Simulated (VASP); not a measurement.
Here is a VASP 6.6.1 calculation.

POSCAR

```
AgBr
1.0
    0.0000000000      2.8701500000      2.8701500000
    2.8701500000      0.0000000000      2.8701500000
    2.8701500000      2.8701500000      0.0000000000
Ag Br
1 1
Direct
    0.0000000000      0.0000000000      0.0000000000
    0.5000000000      0.5000000000      0.5000000000
```

INCAR.step1

```
PREC     = Accurate       # precision mode
ENCUT    = 550            # plane-wave cutoff, eV
ISMEAR   = 0              # smearing method
SIGMA    = 0.02           # smearing width, eV
LREAL    = F              # projectors in reciprocal space
LASPH    = T              # aspherical terms in the spheres
NELM     = 120            # most SCF steps
GGA      = PE             # functional
ALGO     = Normal         # electronic algorithm
EDIFF    = 1E-5           # SCF threshold, eV
LWAVE    = T              # write WAVECAR
LCHARG   = F              # write CHGCAR
GGA_COMPAT= F            
IBRION   = 2              # ionic algorithm
ISIF     = 3              # what is computed and relaxed
EDIFFG   = -0.005         # ionic threshold
NELMIN   = 4            
NSW      = 100            # ionic steps
```

The input INCAR.step2:

```
PREC     = Accurate       # precision mode
ENCUT    = 550            # plane-wave cutoff, eV
EDIFF    = 1E-7           # SCF threshold, eV
ISMEAR   = 0              # smearing method
SIGMA    = 0.02           # smearing width, eV
LREAL    = F              # projectors in reciprocal space
LASPH    = T              # aspherical terms in the spheres
NELM     = 120            # most SCF steps
ALGO     = Normal         # electronic algorithm
ISIF     = 3              # what is computed and relaxed
LWAVE    = F              # write WAVECAR
LCHARG   = F              # write CHGCAR
METAGGA  = R2SCAN         # meta-GGA
LMIXTAU  = T            
IBRION   = 2              # ionic algorithm
NSW      = 100            # ionic steps
EDIFFG   = -0.005         # ionic threshold
ISTART   = 1            
GGA_COMPAT= F            
NELMIN   = 4
```

The input KPOINTS:

```
Automatic mesh
0
Gamma
  8 8 8
```

Potentials or basis: VASP PAW PBE potentials, release 64 (Ag, Br).

The run is started by

```bash
$ cat potpaw_PBE.64/Ag/POTCAR potpaw_PBE.64/Br/POTCAR > POTCAR
$ cp INCAR.step1 INCAR
$ mpirun -np 1 vasp_std > vasp.out
$ cp INCAR.step2 INCAR
$ mpirun -np 1 vasp_std > vasp.out
```

**Question.** What does it give for the relaxed cell?

**Answer.** a = 4.090 Å, b = 4.090 Å, c = 4.090 Å, α = 60.00°, β = 60.00°, γ = 60.00°.

**Question.** Predict the band gap on the k mesh.

**Answer.** 1.25 eV (least direct gap 3.19 eV).

**Question.** Estimate the space group after relaxing (to 0.1 Å).

**Answer.** Fm-3m (No. 225).

The path:
```csv
step,energy change (eV),largest force (eV/Å),pressure (GPa),volume (Å³)
1,0.0000,0.0000,1.07,47.29
2,-0.0034,0.0000,-0.03,48.38
```

Caveat: the PAW data sets were made with another functional, which shifts forces and pressure a little. r2SCAN opens gaps a little over a GGA but as a rule still falls short of measured ones.
